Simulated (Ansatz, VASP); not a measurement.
## One calculation of Zn, two programs

```
Zn
1.0
     2.64691    0.00000    0.00000
    -1.32346    2.29229    0.00000
     0.00000    0.00000    4.91350
Zn
2
Direct
  0.33333 0.66667 0.25000
  0.66667 0.33333 0.75000
```

Change from the starting cell: volume scaled by 0.98, crystal datasets.

Alike in both runs: task electric field gradients; functional PBEsol; k mesh 18 × 18 × 8; occupations fermi-dirac, width 0.03 eV; no spin polarisation.

|  | VASP | Ansatz |
| --- | --- | --- |
| version | VASP 6.6.1 | Ansatz 0.2.0 |
| potentials or method | VASP PAW PBE potentials, release 64 (Zn), cutoff 520 eV | all-electron PAW with datasets made for the crystal, scalar-relativistic |

```csv
,VASP,Ansatz,Ansatz less VASP
pressure (GPa),-3.7,-4.0,-0.37
"traceless stress, the component that is largest in VASP (GPa)",1.01,1.13,+0.112
size of Vzz on the site where it differs most (V/Å²),36.3,35.8,-0.48
```

VASP's potentials were made for PBE, not for PBEsol. Ansatz ran all-electron here, and VASP with PAW potentials.
